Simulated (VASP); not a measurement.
# MoSe (F-43m) in VASP: single point with r2SCAN+U

Aim: the single point of MoSe with r2SCAN+U.

All numbers are computed with VASP 6.6.1; they aren't measurements. Logs are shortened: lines on timing, memory, paths and dates and some standing lists are left out, and cuts for length are marked.

**1. The cell of the first run**

The structure is cubic, space group F-43m (No. 216). Conventional cell: a = 6.222 Å, b = 6.222 Å, c = 6.222 Å, α = 90.00°, β = 90.00°, γ = 90.00°. Mo (site symmetry -43m) has 4 Se at 2.69 Å within 3.6 Å. Se (site symmetry -43m) has 4 Mo at 2.69 Å within 3.6 Å.

**2. Single point, r2SCAN+U, collinear spin, ferromagnetic start**

The input, POSCAR:

```
MoSe
1.0
    0.0000000000      3.1108253274      3.1108253274
    3.1108253274      0.0000000000      3.1108253274
    3.1108253274      3.1108253274      0.0000000000
Mo Se
1 1
Direct
    0.0000000000      0.0000000000      0.0000000000
    0.2500000000      0.2500000000      0.2500000000
```

The input, INCAR.step1:

```
PREC     = Accurate       # precision mode
ENCUT    = 520            # plane-wave cutoff, eV
ISMEAR   = 0              # smearing method
SIGMA    = 0.1            # smearing width, eV
LREAL    = False          # projectors in reciprocal space
LASPH    = True           # aspherical terms in the spheres
NELM     = 150            # most SCF steps
ISPIN    = 2              # spin polarisation
MAGMOM   = 0.5 0          # initial moments
LMAXMIX  = 4              # l up to which the mixer works
LDAU     = True           # DFT+U
LDAUTYPE = 2            
LDAUL    = 2 -1           # shell
LDAUU    = 4.38 0         # U, eV
LDAUJ    = 0 0          
NBANDS   = 21             # bands
GGA      = PE             # functional
ALGO     = Normal         # electronic algorithm
EDIFF    = 1E-4           # SCF threshold, eV
LWAVE    = True           # write WAVECAR
LCHARG   = False          # write CHGCAR
```

The input, INCAR.step2:

```
PREC     = Accurate       # precision mode
ENCUT    = 520            # plane-wave cutoff, eV
EDIFF    = 1E-7           # SCF threshold, eV
ISMEAR   = 0              # smearing method
SIGMA    = 0.1            # smearing width, eV
LREAL    = False          # projectors in reciprocal space
LASPH    = True           # aspherical terms in the spheres
NELM     = 150            # most SCF steps
ALGO     = Normal         # electronic algorithm
ISIF     = 2              # what is computed and relaxed
LWAVE    = False          # write WAVECAR
LCHARG   = True           # write CHGCAR
ISPIN    = 2              # spin polarisation
MAGMOM   = 0.5 0          # initial moments
LORBIT   = 11             # projections on sites
LMAXMIX  = 4              # l up to which the mixer works
LDAU     = True           # DFT+U
LDAUTYPE = 2            
LDAUL    = 2 -1           # shell
LDAUU    = 4.38 0         # U, eV
LDAUJ    = 0 0          
LDAUPRINT= 1            
METAGGA  = R2SCAN         # meta-GGA
LMIXTAU  = True         
LELF     = True           # ELF
LVHAR    = True         
NBANDS   = 21             # bands
ISTART   = 1
```

The input, KPOINTS:

```
Automatic mesh
0
Gamma
  12 12 12
```

Potentials or basis: VASP PAW PBE potentials, release 64 (Mo_sv, Se).

Launch:

```console
$ cat potpaw_PBE.64/Mo_sv/POTCAR potpaw_PBE.64/Se/POTCAR > POTCAR
$ cp INCAR.step1 INCAR
$ mpirun -np 1 vasp_std > vasp.out
$ cp INCAR.step2 INCAR
$ mpirun -np 1 vasp_std > vasp.out
```

OUTCAR:

```text
PREC = Accurate
   ENCUT = 520
   EDIFF = 1E-7
   ISMEAR = 0
   LREAL = False
   LASPH = True
   NELM = 150
   ISIF = 2
   ISPIN = 2
   LORBIT = 11
   METAGGA = R2SCAN
   ISTART = 1

 ion  position               nearest neighbor table
   1  0.000  0.000  0.000-   2 2.69   2 2.69   2 2.69   2 2.69
   2  0.250  0.250  0.250-   1 2.69   1 2.69   1 2.69   1 2.69

  LATTYP: Found a face centered cubic cell.
 ALAT       =     6.2216506548

  Lattice vectors:

 A1 = (   0.0000000000,   3.1108253274,   3.1108253274)
 A2 = (   3.1108253274,   0.0000000000,   3.1108253274)
 A3 = (   3.1108253274,   3.1108253274,   0.0000000000)

Analysis of symmetry for initial positions (statically):
=====================================================================
 Subroutine PRICEL returns:
 Original cell was already a primitive cell.

 Routine SETGRP: Setting up the symmetry group for a
 face centered cubic supercell.

 Subroutine GETGRP returns: Found 24 space group operations
 (whereof 24 operations were pure point group operations)
 out of a pool of 48 trial point group operations.

The static configuration has the point symmetry T_d .

Analysis of symmetry for dynamics (positions and initial velocities):
=====================================================================
 Subroutine PRICEL returns:
 Original cell was already a primitive cell.

 Routine SETGRP: Setting up the symmetry group for a
 face centered cubic supercell.

 Subroutine GETGRP returns: Found 24 space group operations
 (whereof 24 operations were pure point group operations)
 out of a pool of 48 trial point group operations.

The dynamic configuration has the point symmetry T_d .

Analysis of structural, dynamic, and magnetic symmetry:
=====================================================================
 Subroutine PRICEL returns:
 Original cell was already a primitive cell.

 Routine SETGRP: Setting up the symmetry group for a
 face centered cubic supercell.

 Subroutine GETGRP returns: Found 24 space group operations
 (whereof 24 operations were pure point group operations)
 out of a pool of 48 trial point group operations.

The overall configuration has the point symmetry T_d .

 Subroutine INISYM returns: Found 24 space group operations
 (whereof 24 operations are pure point group operations),
 and found     1 'primitive' translations

----------------------------------------------------------------------------------------

                                     Primitive cell

  volume of cell :      60.2084

  direct lattice vectors                    reciprocal lattice vectors
     0.000000000  3.110825327  3.110825327    -0.160729050  0.160729050  0.160729050
     3.110825327  0.000000000  3.110825327     0.160729050 -0.160729050  0.160729050
     3.110825327  3.110825327  0.000000000     0.160729050  0.160729050 -0.160729050

  length of vectors
     4.399371368  4.399371368  4.399371368     0.278390881  0.278390881  0.278390881

  position of ions in fractional coordinates (direct lattice)
     0.000000000  0.000000000  0.000000000
     0.250000000  0.250000000  0.250000000

  ion indices of the primitive-cell ions
   primitive index   ion index
                 1           1
                 2           2

----------------------------------------------------------------------------------------

 KPOINTS: Automatic mesh

Automatic generation of k-mesh.
 Grid dimensions read from file:
 generate k-points for:   12   12   12

 Generating k-lattice:

[... 62 lines left out ...]
   LREAL  =      F    real-space projection
   EDIFFG = 0.1E-05   stopping-criterion for IOM
   NSW    =      0    number of steps for IOM
   IBRION =     -1    ionic relax: 0-MD 1-quasi-New 2-CG
   NFREE  =      0    steps in history (QN), initial steepest desc. (CG)
   ISIF   =      2    stress and relaxation
   ISYM   =      2    0-nonsym 1-usesym 2-fastsym
   POTIM  = 0.5000    time-step for ionic-motion
   TEBEG  =    0.0;   TEEND  =   0.0 temperature during run
   PSTRESS=    0.0 pullay stress
   NELECT =      20.0000    total number of electrons
   NUPDOWN=      -1.0000    fix difference up-down
   EMIN   =  10.00;   EMAX   =-10.00  energy-range for DOS
   EFERMI =   0.00;   METHOD = LEGACY
   ISMEAR =     0;   SIGMA  =   0.10  broadening in eV -4-tet -1-fermi 0-gaus
   EFERMI_NEDOS =   21; number of points for ismear=-14 and -15
   IALGO  =     38    algorithm
   IMIX   =      4    mixing-type and parameters
     AMIX     =   0.40;   BMIX     =  1.00
     AMIX_MAG =   1.60;   BMIX_MAG =  1.00
  volume/ion in A,a.u.               =      30.10       203.15
  Fermi-wavevector in a.u.,A,eV,Ry     =   1.133790  2.142552 17.490007  1.285479
  Thomas-Fermi vector in A             =   2.270493
   LORBIT       =     11    0 simple, 1 ext, 2 COOP (PROOUT), +10 PAW based schemes
 LDA+U is selected, type is set to LDAUTYPE =  2
   angular momentum for each species LDAUL =     2   -1
   U (eV)           for each species LDAUU =   4.4  0.0
   J (eV)           for each species LDAUJ =   0.0  0.0
   METAGGA = R2SCAN    functional components
   LHFCALC =     F    Hartree Fock is set to
   AEXX    =    0.0000 exact exchange contribution
   IVDW    =     0    specifies the selected vdW correction
   LEPSILON=     F    determine dielectric tensor
   LRPA    =     F    only Hartree local field effects (RPA)
 spin polarized calculation
 Gauss-broadening in eV      SIGMA  =   0.10
  energy-cutoff  :      520.00
  volume of cell :       60.21
 maximum number of plane-waves:      1640
 NGX is ok and might be reduce to    36
   NGX = 17   NGY = 17   NGZ = 17

atom =   1  type =  1  l = 2

 onsite density matrix

spin component  1

  0.7039  0.0000  0.0000  0.0000  0.0000
  0.0000  0.7039 -0.0000  0.0000  0.0000
  0.0000 -0.0000  0.8312 -0.0000  0.0000
  0.0000  0.0000 -0.0000  0.7039  0.0000
  0.0000  0.0000  0.0000  0.0000  0.8312

spin component  2

  0.0512 -0.0000  0.0000 -0.0000  0.0000
 -0.0000  0.0512  0.0000 -0.0000 -0.0000
  0.0000  0.0000  0.0135  0.0000 -0.0000
 -0.0000 -0.0000  0.0000  0.0512  0.0000
  0.0000 -0.0000 -0.0000  0.0000  0.0135

 occupancies and eigenvectors

  o =  0.0135  v =  0.0000  0.0000  0.0000  0.0000  0.0000 -0.0000  0.0000  0.1915 -0.0000  0.9815      0.0000  0.0000  0.0000  0.0000  0.0000  0.0000  0.0000  0.0000  0.0000  0.0000
  o =  0.0135  v =  0.0000  0.0000  0.0000  0.0000  0.0000 -0.0000  0.0000 -0.9815 -0.0000  0.1915      0.0000  0.0000  0.0000  0.0000  0.0000  0.0000  0.0000  0.0000  0.0000  0.0000
  o =  0.0512  v =  0.0000  0.0000  0.0000  0.0000  0.0000 -0.0000 -0.0230 -0.0000 -0.9997 -0.0000      0.0000  0.0000  0.0000  0.0000  0.0000  0.0000  0.0000  0.0000  0.0000  0.0000
  o =  0.0512  v =  0.0000  0.0000  0.0000  0.0000  0.0000  0.0000  0.9997 -0.0000 -0.0230 -0.0000      0.0000  0.0000  0.0000  0.0000  0.0000  0.0000  0.0000  0.0000  0.0000  0.0000
  o =  0.0512  v =  0.0000  0.0000  0.0000  0.0000  0.0000  1.0000 -0.0000  0.0000 -0.0000  0.0000      0.0000  0.0000  0.0000  0.0000  0.0000  0.0000  0.0000  0.0000  0.0000  0.0000
  o =  0.7039  v =  0.0000 -0.9932 -0.0000 -0.1162  0.0000  0.0000  0.0000  0.0000  0.0000  0.0000      0.0000  0.0000  0.0000  0.0000  0.0000  0.0000  0.0000  0.0000  0.0000  0.0000
  o =  0.7039  v =  1.0000  0.0000  0.0000  0.0000  0.0000  0.0000  0.0000  0.0000  0.0000  0.0000      0.0000  0.0000  0.0000  0.0000  0.0000  0.0000  0.0000  0.0000  0.0000  0.0000
  o =  0.7039  v =  0.0000 -0.1162 -0.0000  0.9932 -0.0000  0.0000  0.0000  0.0000  0.0000  0.0000      0.0000  0.0000  0.0000  0.0000  0.0000  0.0000  0.0000  0.0000  0.0000  0.0000
  o =  0.8312  v =  0.0000  0.0000 -0.4519 -0.0000 -0.8921  0.0000  0.0000  0.0000  0.0000  0.0000      0.0000  0.0000  0.0000  0.0000  0.0000  0.0000  0.0000  0.0000  0.0000  0.0000
  o =  0.8312  v =  0.0000  0.0000 -0.8921 -0.0000  0.4519  0.0000  0.0000  0.0000  0.0000  0.0000      0.0000  0.0000  0.0000  0.0000  0.0000  0.0000  0.0000  0.0000  0.0000  0.0000

 number of electron      20.0000000 magnetization       4.0000000

 Free energy of the ion-electron system (eV)
  ---------------------------------------------------
  ext. energy  EPLUGINS =         0.00000000
  ---------------------------------------------------
  free energy    TOTEN  =       -36.58106738 eV

  energy without entropy =      -36.57655273  energy(sigma->0) =      -36.57881005

 E-fermi :   3.8057     XC(G=0):  -9.2608

 val. band max:        3.8043721373   @ k =  -0.4167   0.2500   0.0833
 cond. band min:       3.8347604415   @ k =   0.2500   0.2500   0.0000
 fundamental gap:      0.0303883041
 Fermi energy:         3.8056561360

 spin component 1

 k-point     1 :       0.0000    0.0000    0.0000
  band No.  band energies     occupation
      1     -59.9273      1.00000
      2     -33.5242      1.00000
      3     -33.5242      1.00000
      4     -33.5242      1.00000
      5     -10.1954      1.00000
      6      -1.0023      1.00000
[... 1145 lines left out ...]
     20      16.5158      0.00000
     21      18.6946      0.00000

 [... further k-points ...]

------------------------ aborting loop because EDIFF is reached ----------------------------------------

  FORCE on cell =-STRESS in cart. coord.  units (eV):
  Direction    XX          YY          ZZ          XY          YZ          ZX
  --------------------------------------------------------------------------------------
  -------------------------------------------------------------------------------------
  Total       -0.3138907     -0.3138907     -0.3138907      0.0000000      0.0000000      0.0000000
  in kB       -8.3528006     -8.3528006     -8.3528006      0.0000000      0.0000000      0.0000000
  external PRESSURE =      -8.3528006 kB  Pullay stress =       0.0000000 kB

 VOLUME and BASIS-vectors are now :
 -----------------------------------------------------------------------------
  energy-cutoff  :      520.00
  volume of cell :       60.21
      direct lattice vectors                 reciprocal lattice vectors
     0.000000000  3.110825327  3.110825327    -0.160729050  0.160729050  0.160729050
     3.110825327  0.000000000  3.110825327     0.160729050 -0.160729050  0.160729050
     3.110825327  3.110825327  0.000000000     0.160729050  0.160729050 -0.160729050

 POSITION                                       TOTAL-FORCE (eV/Angst)
 -----------------------------------------------------------------------------------
      0.00000      0.00000      0.00000         0.000000      0.000000      0.000000
      1.55541      1.55541      1.55541        -0.000000     -0.000000     -0.000000
 -----------------------------------------------------------------------------------
    total drift:                                0.000000      0.000000      0.000000

  FREE ENERGIE OF THE ION-ELECTRON SYSTEM (eV)
  ---------------------------------------------------
  free  energy   TOTEN  =       -36.5810673787 eV

  energy  without entropy=      -36.5765527307  energy(sigma->0) =      -36.57881005

 total charge

# of ion       s       p       d       tot
------------------------------------------
    1        2.199   6.061   3.919  12.180
    2        1.442   2.427   0.035   3.904
--------------------------------------------------
tot          3.641   8.488   3.955  16.083

 magnetization (x)

# of ion       s       p       d       tot
------------------------------------------
    1        0.072   0.039   3.566   3.677
    2        0.003  -0.257   0.032  -0.222
--------------------------------------------------
tot          0.075  -0.219   3.598   3.454
```

Run time: 4.9 min. Hardware: 1 thread of Intel Xeon 6975P-C (Granite Rapids), shared host; peak memory 0.35 GiB.

Results:

```yaml
Free_energy: -36.5811 eV
Pressure: -0.8 GPa
Band_gap_on_the_k_mesh: zero (filled and empty bands overlap)
Net_moment: 4.00 μB per cell
Site_moments: Mo +3.68; Se -0.22 μB
Valence_electrons_inside_the_program's_atomic_spheres: Mo 12.18; Se 3.90
```

Eigenvalues of the final occupation matrices:
```tsv
site	spin	trace	eigenvalues
site 1 d	1	3.77	0.70 0.70 0.70 0.83 0.83
site 1 d	2	0.18	0.01 0.01 0.05 0.05 0.05
```

Caveat: the PAW data sets were made with another functional, which shifts forces and pressure a little.
